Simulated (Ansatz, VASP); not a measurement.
Two plane-wave programs on C

```
C
1.0
     2.46125    0.00000    0.00000
    -1.23062    2.13150    0.00000
     0.00000    0.00000    4.16256
C
4
Direct
  0.33333 0.66667 0.00006
  0.66667 0.33333 0.50006
  0.33333 0.66667 0.37394
  0.66667 0.33333 0.87394
```

Change from the starting cell: strained cell.

Alike in both runs: functional PBEsol; k mesh 9 × 9 × 6; occupations gaussian, width 0.02 eV; no spin polarisation.

Ansatz relaxed the structure, and its values are those at the end. VASP's run is a single point on that final structure, the one shown.

```csv
,VASP,Ansatz
version,VASP 6.6.1,Ansatz 0.2.0
potentials or method,"VASP PAW PBE potentials, release 64 (C), cutoff 520 eV","scalar-relativistic, plane waves, PAW"
valence electrons in the cell,16,16
```

|  | VASP | Ansatz | Ansatz less VASP |
| --- | --- | --- | --- |
| gap on the k mesh at the Fermi level (eV) | 2.87 | 2.89 | +0.020 |
| least direct gap on the mesh (eV) | 4.95 | 4.96 | +0.002 |
| pressure (GPa) | 15.5 | 14.2 | -1.31 |
| rms of the force components (eV/Å) | 0.007 | 0.000 | -0.0067 |

VASP's potentials were made for PBE, not for PBEsol, and Ansatz warns of the same on its side. Ansatz's warnings: stress scf threshold loose.
